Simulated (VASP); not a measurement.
# CsPbCl3: single point with PBE

CsPbCl3:

```
Cs Pb Cl
1.0
     4.05938    2.34369    3.31407
    -4.05938    2.34369    3.31407
     0.00000   -4.68737    3.31407
Cs Pb Cl
1 1 3
Cartesian
  0.0000 0.0000 4.9711
  0.0000 0.0000 0.0000
  2.0294 -3.5151 4.9711
  -4.0589 0.0000 4.9711
  2.0294 3.5151 4.9711
```

- Program: VASP 6.6.1
- Task: single point
- Functional: PBE
- Potentials or basis: VASP PAW PBE potentials, release 64 (Cs_sv, Pb_d, Cl)
- Cutoff: 520 eV
- k mesh: 4 × 4 × 4
- Occupations: gaussian, width 0.01 eV
- Spin: no spin polarisation

The pressure is 0.0 GPa. The band gap on the k mesh is 2.22 eV.

Levels at points of the mesh, in eV from the valence-band top:
| k point | band 19 | band 20 | band 21 | band 22 | band 23 | band 24 | band 25 | band 26 |
| --- | --- | --- | --- | --- | --- | --- | --- | --- |
| (0.00, 0.00, 0.00) | -2.10 | -2.02 | -2.02 | -2.02 | 3.68 | 4.77 | 4.77 | 5.65 |
| (0.50, 0.00, 0.00) | -2.19 | -2.10 | -2.10 | -1.42 | 3.15 | 5.00 | 5.40 | 5.40 |
| (0.50, 0.50, 0.00) | -2.26 | -2.26 | -1.73 | -0.69 | 2.73 | 2.73 | 5.04 | 5.73 |
| (0.50, 0.50, 0.50) | -1.72 | -1.72 | -1.72 | 0.00 | 2.22 | 2.22 | 2.22 | 5.45 |

It took 39 s on 1 thread of Intel(R) Xeon(R) 6975P-C (Granite Rapids) (shared host), peak memory 0.35 GiB.

Caveat: spin-orbit coupling is left out, which moves the levels of the heavy elements. A k mesh can miss the band edges.
